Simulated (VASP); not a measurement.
Here is a VASP 6.6.1 calculation.

Contents of POSCAR:

```
MnO
1.0
    0.0000000000      2.2220003300      2.2220003300
    2.2220003300      0.0000000000      2.2220003300
    2.2220003300      2.2220003300      0.0000000000
Mn O
1 1
Direct
    0.0000000000      0.0000000000      0.0000000000
    0.5000000000      0.5000000000      0.5000000000
```

File INCAR.step1:

```
SYSTEM = MnO
PREC = Accurate
ENCUT = 770
ISMEAR = 0
SIGMA = 0.05
LREAL = .False.
LASPH = .True.
NELM = 200
ISPIN = 2
MAGMOM = 5 0
LMAXMIX = 4
LDAU = .True.
LDAUTYPE = 1
LDAUL = 2 -1
LDAUU = 2 0
LDAUJ = 0.9 0
NBANDS = 22
GGA = PE
ALGO = Normal
EDIFF = 1E-5
LWAVE = .True.
LCHARG = .False.
GGA_COMPAT = .False.
```

INCAR.step2

```
SYSTEM = MnO
PREC = Accurate
ENCUT = 770
EDIFF = 1E-6
ISMEAR = 0
SIGMA = 0.05
LREAL = .False.
LASPH = .True.
NELM = 200
ALGO = Normal
ISIF = 2
LWAVE = .False.
LCHARG = .True.
ISPIN = 2
MAGMOM = 5 0
LORBIT = 11
LMAXMIX = 4
LDAU = .True.
LDAUTYPE = 1
LDAUL = 2 -1
LDAUU = 2 0
LDAUJ = 0.9 0
LDAUPRINT = 1
METAGGA = R2SCAN
LMIXTAU = .True.
LELF = .True.
LVHAR = .True.
NBANDS = 22
ISTART = 1
GGA_COMPAT = .False.
```

KPOINTS

```
Automatic mesh
0
Gamma
  7 7 7
  0 0 0
```

Potentials or basis: VASP PAW PBE potentials, release 64 (Mn_sv, O).

Command:

```console
$ cat potpaw_PBE.64/Mn_sv/POTCAR potpaw_PBE.64/O/POTCAR > POTCAR
$ cp INCAR.step1 INCAR
$ mpirun -np 1 vasp_std > vasp.out
$ cp INCAR.step2 INCAR
$ mpirun -np 1 vasp_std > vasp.out
```

Task: Predict the site moments.

Result: Mn +4.44; O +0.21 μB.

Task: Estimate the pressure.

Result: 0.8 GPa.

Task: Estimate the band gap on the k mesh.

Result: 0.29 eV (least direct gap 3.03 eV).

Eigenvalues of the final occupation matrices:
| site | spin | trace | eigenvalues |
| --- | --- | --- | --- |
| site 1 d | 1 | 4.58 | 0.90 0.90 0.90 0.94 0.94 |
| site 1 d | 2 | 0.16 | 0.01 0.01 0.01 0.06 0.06 |

Caveat: the PAW data sets were made with another functional, which shifts forces and pressure a little; an odd mesh through Γ misses points on the zone boundary, where band edges can lie; a cell with one magnetic atom can't hold antiferromagnetic order, which such compounds often take.
